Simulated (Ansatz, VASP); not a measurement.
**One calculation of Ag, two programs**

The input INCAR:

```
ALGO = Normal
EDIFF = 1E-6
ENCUT = 520
GGA = PS
ISIF = 2
ISMEAR = -1
LASPH = True
LCHARG = False
LREAL = False
LWAVE = False
NBANDS = 30
NELM = 60
PREC = Accurate
SIGMA = 0.1
```

Contents of KPOINTS:

```
k-points
0
Gamma
  17 17 5
```

The input POSCAR:

```
Ag
1.0
    2.8159003303      0.0000000000      0.0000000000
   -1.4079501651      2.4386412205      0.0000000000
    0.0000000000      0.0000000000      9.3116114036
Ag
4
Direct
    0.3333333333      0.6666666667      0.2500000000
    0.6666666667      0.3333333333      0.7500000000
    0.0000000000      1.0000000000      1.0000000000
    0.0000000000      1.0000000000      0.5000000000
```

Input for Ansatz:

```yaml
crystal:
  lattice:
    - [2.8159003303, 0.0, 0.0]
    - [-1.4079501651, 2.4386412205, 0.0]
    - [0.0, 0.0, 9.3116114036]
  atoms:
    - { symbol: Ag, position: [0.3333333333, 0.6666666667, 0.25] }
    - { symbol: Ag, position: [0.6666666667, 0.3333333333, 0.75] }
    - { symbol: Ag, position: [0.0, 1.0, 1.0] }
    - { symbol: Ag, position: [0.0, 1.0, 0.5] }
hamiltonian:
  xc: pbesol
  pseudopotentials:
    kind: paw
    azcp:
      Ag: "pseudopotentials/Ag.paw.azcp"
basis:
  ecutwfc: 420
  fft_grid_basis: typed
kpoints:
  mp_grid: { grid: [17, 17, 5], shift: [0, 0, 0] }
magnetization:
  spin_polarized: false
scf:
  occupations: { method: fermi_dirac, width: 0.1 }
output:
  stress: true
```

Alike in both runs: task single point; functional PBEsol; k mesh 17 × 17 × 5; occupations fermi-dirac, width 0.1 eV; no spin polarisation.

|  | VASP | Ansatz |
| --- | --- | --- |
| version | VASP 6.6.1 | Ansatz 0.2.0 |
| potentials or method | VASP PAW PBE potentials, release 64 (Ag), cutoff 520 eV | plane waves (420 eV) with PAW, scalar-relativistic |
| valence electrons in the cell | 44 | 76 |

```csv
,VASP,Ansatz,Ansatz less VASP
pressure (GPa),5.2,5.5,+0.29
"traceless stress, the component that is largest in VASP (GPa)",-0.47,-0.47,-0.002
```

VASP's potentials were made for PBE, not for PBEsol, and Ansatz warns of the same on its side. With one functional, cell and mesh, what is left measures potentials, basis and numerics. VASP's potentials hold 44 valence electrons a cell and Ansatz's 76, so a difference there can come from the potentials and not from the codes.
